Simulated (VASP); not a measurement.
# Ga15PbN16 (a cell with a defect) in VASP: electric field gradients with PBE

Aim: the electric field gradients of Ga15PbN16 (a cell with a defect) with PBE.

All numbers are computed with VASP 6.6.1; they aren't measurements. Logs are shortened: lines on timing, memory, paths and dates and some standing lists are left out, and cuts for length are marked.

**1. The cell of the first run**

The cell holds a defect, 32 atoms: a = 6.360 Å, b = 6.360 Å, c = 10.332 Å, α = 90.00°, β = 90.00°, γ = 120.00°.

**2. Electric field gradients, PBE**

INCAR

```
SYSTEM = Ga15PbN16
ALGO     = Normal         ! electronic algorithm
EDIFF    = 1E-8           ! SCF threshold, eV
ENCUT    = 520            ! plane-wave cutoff, eV
GGA      = PE             ! functional
ISIF     = 2              ! what is computed and relaxed
ISMEAR   = -1             ! smearing method
LASPH    = .TRUE.         ! aspherical terms in the spheres
LCHARG   = .FALSE.        ! write CHGCAR
LEFG     = .TRUE.       
LREAL    = Auto         
LWAVE    = .FALSE.        ! write WAVECAR
NBANDS   = 166            ! bands
NELECT   = 290.0        
NELM     = 100            ! most SCF steps
PREC     = Accurate       ! precision mode
SIGMA    = 0.01           ! smearing width, eV
```

KPOINTS

```
k-points
0
G
  4 4 2
  0 0 0
```

POSCAR

```
Ga15PbN16
1.0
    6.3600000000      0.0000000000      0.0000000000
   -3.1800000000      5.5079215680      0.0000000000
    0.0000000000      0.0000000000     10.3320000000
Pb Ga N
1 15 16
Direct
    0.1666666666      0.3333333334      0.0000000000
    0.1666666666      0.3333333334      0.5000000000
    0.1666666666      0.8333333334      0.0000000000
    0.1666666666      0.8333333334      0.5000000000
    0.6666666666      0.3333333334      0.0000000000
    0.6666666666      0.3333333334      0.5000000000
    0.6666666666      0.8333333334      0.0000000000
    0.6666666666      0.8333333334      0.5000000000
    0.3333333334      0.1666666666      0.2500000000
    0.3333333334      0.1666666666      0.7500000000
    0.3333333334      0.6666666666      0.2500000000
    0.3333333334      0.6666666666      0.7500000000
    0.8333333334      0.1666666666      0.2500000000
    0.8333333334      0.1666666666      0.7500000000
    0.8333333334      0.6666666666      0.2500000000
    0.8333333334      0.6666666666      0.7500000000
    0.1666666666      0.3333333334      0.1875000000
    0.1666666666      0.3333333334      0.6875000000
    0.1666666666      0.8333333334      0.1875000000
    0.1666666666      0.8333333334      0.6875000000
    0.6666666666      0.3333333334      0.1875000000
    0.6666666666      0.3333333334      0.6875000000
    0.6666666666      0.8333333334      0.1875000000
    0.6666666666      0.8333333334      0.6875000000
    0.3333333334      0.1666666666      0.4375000000
    0.3333333334      0.1666666666      0.9375000000
    0.3333333334      0.6666666666      0.4375000000
    0.3333333334      0.6666666666      0.9375000000
    0.8333333334      0.1666666666      0.4375000000
    0.8333333334      0.1666666666      0.9375000000
    0.8333333334      0.6666666666      0.4375000000
    0.8333333334      0.6666666666      0.9375000000
```

Potentials or basis: VASP PAW PBE potentials, release 64 (Pb_d, Ga_d, N).

Run with:

```
$ cat potpaw_PBE.64/Pb_d/POTCAR potpaw_PBE.64/Ga_d/POTCAR potpaw_PBE.64/N/POTCAR > POTCAR
$ mpirun -np 1 vasp_std > vasp.out
```

OUTCAR:

```text
SYSTEM = Ga15PbN16
   EDIFF = 1E-8
   ENCUT = 520
   GGA = PE
   ISIF = 2
   ISMEAR = -1
   LASPH = .TRUE.
   LREAL = Auto
   NELECT = 290.0
   NELM = 100
   PREC = Accurate

 ion  position               nearest neighbor table
   1  0.167  0.333  0.000-  17 1.94  28 1.95  30 1.95  26 1.95  11 3.17  12 3.17  13 3.17  14 3.17
                             9 3.17  10 3.17   3 3.18   7 3.18   3 3.18   7 3.18   5 3.18   5 3.18
   2  0.167  0.333  0.500-  18 1.94  27 1.95  29 1.95  25 1.95
   3  0.167  0.833  0.000-  19 1.94  26 1.95  32 1.95  28 1.95   1 3.18   1 3.18
   4  0.167  0.833  0.500-  20 1.94  25 1.95  31 1.95  27 1.95
   5  0.667  0.333  0.000-  21 1.94  32 1.95  26 1.95  30 1.95   1 3.18   1 3.18
   6  0.667  0.333  0.500-  22 1.94  31 1.95  25 1.95  29 1.95
   7  0.667  0.833  0.000-  23 1.94  30 1.95  28 1.95  32 1.95   1 3.18   1 3.18
   8  0.667  0.833  0.500-  24 1.94  29 1.95  27 1.95  31 1.95
   9  0.333  0.167  0.250-  25 1.94  19 1.95  21 1.95  17 1.95   1 3.17
  10  0.333  0.167  0.750-  26 1.94  20 1.95  22 1.95  18 1.95   1 3.17
  11  0.333  0.667  0.250-  27 1.94  17 1.95  23 1.95  19 1.95   1 3.17
  12  0.333  0.667  0.750-  28 1.94  18 1.95  24 1.95  20 1.95   1 3.17
  13  0.833  0.167  0.250-  29 1.94  23 1.95  17 1.95  21 1.95   1 3.17
  14  0.833  0.167  0.750-  30 1.94  24 1.95  18 1.95  22 1.95   1 3.17
  15  0.833  0.667  0.250-  31 1.94  21 1.95  19 1.95  23 1.95
  16  0.833  0.667  0.750-  32 1.94  22 1.95  20 1.95  24 1.95
  17  0.167  0.333  0.188-   1 1.94  11 1.95  13 1.95   9 1.95
  18  0.167  0.333  0.688-   2 1.94  12 1.95  14 1.95  10 1.95
  19  0.167  0.833  0.188-   3 1.94   9 1.95  15 1.95  11 1.95
  20  0.167  0.833  0.688-   4 1.94  10 1.95  16 1.95  12 1.95
[... 10 lines left out ...]
  31  0.833  0.667  0.438-  15 1.94   6 1.95   4 1.95   8 1.95
  32  0.833  0.667  0.938-  16 1.94   5 1.95   3 1.95   7 1.95

  LATTYP: Found a hexagonal cell.
 ALAT       =     6.3600000000
 C/A-ratio  =     1.6245283019

  Lattice vectors:

 A1 = (   6.3600000000,   0.0000000000,   0.0000000000)
 A2 = (  -3.1800000000,   5.5079215680,   0.0000000000)
 A3 = (   0.0000000000,   0.0000000000,  10.3320000000)

Analysis of symmetry for initial positions (statically):
=====================================================================
 Subroutine PRICEL returns:
 Original cell was already a primitive cell.

 Routine SETGRP: Setting up the symmetry group for a
 hexagonal supercell.

 Subroutine GETGRP returns: Found  6 space group operations
 (whereof  2 operations were pure point group operations)
 out of a pool of 24 trial point group operations.

The static configuration has the point symmetry C_1h.
 The point group associated with its full space group is C_3v.

Analysis of symmetry for dynamics (positions and initial velocities):
=====================================================================
 Subroutine PRICEL returns:
 Original cell was already a primitive cell.

 Routine SETGRP: Setting up the symmetry group for a
 hexagonal supercell.

 Subroutine GETGRP returns: Found  6 space group operations
 (whereof  2 operations were pure point group operations)
 out of a pool of 24 trial point group operations.

The dynamic configuration has the point symmetry C_1h.
 The point group associated with its full space group is C_3v.

 Subroutine INISYM returns: Found  6 space group operations
 (whereof  2 operations are pure point group operations),
 and found     1 'primitive' translations

----------------------------------------------------------------------------------------

                                     Primitive cell

  volume of cell :     361.9339

  direct lattice vectors                    reciprocal lattice vectors
     6.360000000  0.000000000  0.000000000     0.157232704  0.090778344  0.000000000
    -3.180000000  5.507921568  0.000000000     0.000000000  0.181556688  0.000000000
     0.000000000  0.000000000 10.332000000     0.000000000  0.000000000  0.096786682

  length of vectors
     6.360000000  6.360000000 10.332000000     0.181556688  0.181556688  0.096786682

  position of ions in fractional coordinates (direct lattice)
     0.166666667  0.333333333  0.000000000
     0.166666667  0.333333333  0.500000000
[... 130 lines left out ...]
   PSTRESS=    0.0 pullay stress
   NELECT =     290.0000    total number of electrons
   NUPDOWN=      -1.0000    fix difference up-down
   EMIN   =  10.00;   EMAX   =-10.00  energy-range for DOS
   EFERMI =   0.00;   METHOD = LEGACY
   ISMEAR =    -1;   SIGMA  =   0.01  broadening in eV -4-tet -1-fermi 0-gaus
   EFERMI_NEDOS =   21; number of points for ismear=-14 and -15
   IALGO  =     38    algorithm
   IMIX   =      4    mixing-type and parameters
     AMIX     =   0.40;   BMIX     =  1.00
     AMIX_MAG =   1.60;   BMIX_MAG =  1.00
  volume/ion in A,a.u.               =      11.31        76.33
  Fermi-wavevector in a.u.,A,eV,Ry     =   1.520540  2.873403 31.457224  2.312041
  Thomas-Fermi vector in A             =   2.629376
   LORBIT       =      0    0 simple, 1 ext, 2 COOP (PROOUT), +10 PAW based schemes
   GGA     = PE    functional components
   LHFCALC =     F    Hartree Fock is set to
   AEXX    =    0.0000 exact exchange contribution
   IVDW    =     0    specifies the selected vdW correction
   LEPSILON=     F    determine dielectric tensor
   LRPA    =     F    only Hartree local field effects (RPA)
 non-spin polarized calculation
  energy-cutoff  :      520.00
  volume of cell :      361.93
 maximum number of plane-waves:      9768
 NGX is ok and might be reduce to    48
   NGX = 23   NGY = 23   NGZ = 39

 number of electron     290.0000017 magnetization

 Free energy of the ion-electron system (eV)
  ---------------------------------------------------
  ext. energy  EPLUGINS =         0.00000000
  ---------------------------------------------------
  free energy    TOTEN  =      -177.88725189 eV

  energy without entropy =     -177.88426559  energy(sigma->0) =     -177.88575874

 E-fermi :   9.6365     XC(G=0): -11.8673

 val. band max:        9.6329252443   @ k =   0.5000   0.0000   0.0000
 cond. band min:       9.7000024497   @ k =   0.2500   0.2500   0.5000
 fundamental gap:      0.0670772054
 Fermi energy:         9.6365419021

 k-point     1 :       0.0000    0.0000    0.0000
  band No.  band energies     occupation
      1     -11.3591      2.00000
      2     -11.2946      2.00000
      3     -11.2946      2.00000
      4     -10.7703      2.00000
      5      -9.9400      2.00000
      6      -9.9400      2.00000
[... 1269 lines left out ...]
    156      12.1665      0.00000
    157      12.2022      0.00000
 [bands above 157 left out]

------------------------ aborting loop because EDIFF is reached ----------------------------------------

  FORCE on cell =-STRESS in cart. coord.  units (eV):
  Direction    XX          YY          ZZ          XY          YZ          ZX
  --------------------------------------------------------------------------------------
  -------------------------------------------------------------------------------------
  Total       52.7107705     52.7107705     61.3459723     -0.0000000      0.0000000      0.0000000
  in kB      233.3354292    233.3354292    271.5609856     -0.0000000      0.0000000      0.0000000
  external PRESSURE =     246.0772813 kB  Pullay stress =       0.0000000 kB

 VOLUME and BASIS-vectors are now :
 -----------------------------------------------------------------------------
  energy-cutoff  :      520.00
  volume of cell :      361.93
      direct lattice vectors                 reciprocal lattice vectors
     6.360000000  0.000000000  0.000000000     0.157232704  0.090778344  0.000000000
    -3.180000000  5.507921568  0.000000000     0.000000000  0.181556688  0.000000000
     0.000000000  0.000000000 10.332000000     0.000000000  0.000000000  0.096786682

 POSITION                                       TOTAL-FORCE (eV/Angst)
 -----------------------------------------------------------------------------------
     -0.00000      1.83597      0.00000         0.000000      0.000000     -0.264544
     -0.00000      1.83597      5.16600         0.000000      0.000000     -0.236741
     -1.59000      4.58993      0.00000        -0.054635     -0.031544     -0.059603
     -1.59000      4.58993      5.16600         0.002599      0.001501     -0.134588
      3.18000      1.83597      0.00000         0.000000      0.063087     -0.059603
      3.18000      1.83597      5.16600         0.000000     -0.003001     -0.134588
[... 24 lines left out ...]
      3.18000      3.67195      4.52025         0.000000      0.000000      0.065151
      3.18000      3.67195      9.68625         0.000000      0.000000      0.095524
 -----------------------------------------------------------------------------------
    total drift:                               -0.000007     -0.000007     -0.003278

  FREE ENERGIE OF THE ION-ELECTRON SYSTEM (eV)
  ---------------------------------------------------
  free  energy   TOTEN  =      -177.8872518890 eV

  energy  without entropy=     -177.8842655903  energy(sigma->0) =     -177.88575874

 Electric field gradients (V/A^2)
---------------------------------------------------------------------
 ion       V_xx      V_yy      V_zz      V_xy      V_xz      V_yz
---------------------------------------------------------------------
   1      11.613    11.612   -23.225    -0.000    -0.000     0.000
   2       0.419     0.424    -0.843     0.004    -0.000     0.000
   3       2.263     2.850    -5.113    -0.499    -2.067    -1.194
   4       0.803     0.577    -1.380     0.203     0.165     0.095
   5       3.135     1.978    -5.113     0.005    -0.000     2.387
   6       0.458     0.922    -1.380     0.004    -0.000    -0.191
[... 24 lines left out ...]
  31      -0.664    -0.666     1.330    -0.001     0.000    -0.000
  32       0.743     0.742    -1.485    -0.001     0.000    -0.000
---------------------------------------------------------------------

 Electric field gradients after diagonalization (V/A^2)
 (convention: |V_zz| > |V_xx| > |V_yy|)
----------------------------------------------------------------------
 ion       V_xx      V_yy      V_zz     asymmetry (V_yy - V_xx)/ V_zz
----------------------------------------------------------------------
   1      11.613    11.612   -23.225       0.000
   2       0.426     0.417    -0.843       0.011
   3       3.135     2.707    -5.842       0.073
   4       0.938     0.458    -1.396       0.344
   5       3.135     2.707    -5.842       0.073
   6       0.938     0.458    -1.396       0.344
[... 24 lines left out ...]
  31      -0.666    -0.664     1.330       0.002
  32       0.744     0.741    -1.485       0.001
----------------------------------------------------------------------

           NMR quadrupolar parameters

 Cq : quadrupolar parameter    Cq=e*Q*V_zz/h
 eta: asymmetry parameters     (V_yy - V_xx)/ V_zz
 Q  : nuclear electric quadrupole moment in mb (millibarn)
----------------------------------------------------------------------
 ion       Cq(MHz)       eta       Q (mb)
----------------------------------------------------------------------
   1      -0.056       0.000       1.000
   2      -0.002       0.011       1.000
   3      -0.014       0.073       1.000
   4      -0.003       0.344       1.000
   5      -0.014       0.073       1.000
   6      -0.003       0.344       1.000
[... 24 lines left out ...]
  31       0.003       0.002       1.000
  32      -0.004       0.001       1.000
----------------------------------------------------------------------
```

Wall time 33 min (1 thread of Intel Xeon Platinum 8175M at 2.50GHz (Skylake/Cascade Lake), shared host); peak memory 0.62 GiB.

What came out:

```
Free energy   : -177.8873 eV
Largest force : 5.878 eV/Å
```

Forces in eV/Å, atoms in the order of the input:
```
Pb   0.000  0.000 -0.265
Ga   0.000  0.000 -0.237
Ga  -0.055 -0.032 -0.060
Ga   0.003  0.002 -0.135
Ga   0.000  0.063 -0.060
Ga   0.000 -0.003 -0.135
Ga   0.055 -0.032 -0.060
Ga  -0.003  0.002 -0.135
Ga   0.172 -0.099  0.318
Ga   0.230 -0.133 -0.528
Ga   0.000  0.198  0.318
Ga   0.000  0.266 -0.528
Ga  -0.172 -0.099  0.318
Ga  -0.230 -0.133 -0.528
Ga   0.000  0.000 -0.001
Ga   0.000  0.000 -0.256
N    0.000  0.000  5.878
N    0.000  0.000  0.191
N    0.011  0.006  0.071
N   -0.038 -0.022  0.145
N    0.000 -0.013  0.071
N    0.000  0.044  0.145
N   -0.011  0.006  0.071
N    0.038 -0.022  0.145
N    0.046 -0.026  0.115
N    4.467 -2.579 -1.751
N    0.000  0.053  0.115
N    0.000  5.158 -1.751
N   -0.046 -0.026  0.115
N   -4.467 -2.579 -1.751
N    0.000  0.000  0.065
N    0.000  0.000  0.096
```

Electric field gradients, principal values (V/Å²):
| atom | least | middle | greatest (by size) |
| --- | --- | --- | --- |
| 1 Pb | 11.612 | 11.613 | -23.225 |
| 2 Ga | 0.417 | 0.426 | -0.843 |
| 3 Ga | 2.707 | 3.135 | -5.842 |
| 4 Ga | 0.458 | 0.938 | -1.396 |
| 5 Ga | 2.707 | 3.135 | -5.842 |
| 6 Ga | 0.458 | 0.938 | -1.396 |
| 7 Ga | 2.700 | 3.142 | -5.842 |
| 8 Ga | 0.465 | 0.931 | -1.396 |
| 9 Ga | 0.108 | 4.716 | -4.824 |
| 10 Ga | -1.049 | -1.518 | 2.567 |
| 11 Ga | 0.101 | 4.723 | -4.824 |
| 12 Ga | -1.043 | -1.525 | 2.568 |
| 13 Ga | 0.101 | 4.723 | -4.824 |
| 14 Ga | -1.043 | -1.525 | 2.568 |
| 15 Ga | 2.642 | 2.650 | -5.292 |
| 16 Ga | 0.065 | 0.074 | -0.140 |
| 17 N | -2.760 | -2.762 | 5.523 |
| 18 N | -0.283 | -0.285 | 0.568 |
| 19 N | -0.110 | -0.710 | 0.820 |
| 20 N | -0.211 | -0.439 | 0.650 |
| 21 N | -0.110 | -0.710 | 0.820 |
| 22 N | -0.211 | -0.439 | 0.650 |
| 23 N | -0.111 | -0.709 | 0.820 |
| 24 N | -0.209 | -0.441 | 0.650 |
| 25 N | -0.918 | -1.172 | 2.090 |
| 26 N | -2.749 | -2.800 | 5.549 |
| 27 N | -0.916 | -1.174 | 2.090 |
| 28 N | -2.749 | -2.798 | 5.547 |
| 29 N | -0.916 | -1.174 | 2.090 |
| 30 N | -2.749 | -2.798 | 5.547 |
| 31 N | -0.664 | -0.666 | 1.330 |
| 32 N | 0.741 | 0.744 | -1.485 |

Caveat: the cell carries a net charge on a neutralising background, which shifts energy and pressure; the cell is charged against a uniform background, so pressure and absolute levels hang on convention; without QUAD_EFG the Cq values of the log hold for a quadrupole moment of 1 mb, not for the nuclei; spin-orbit coupling is left out, which moves the levels of the heavy elements.
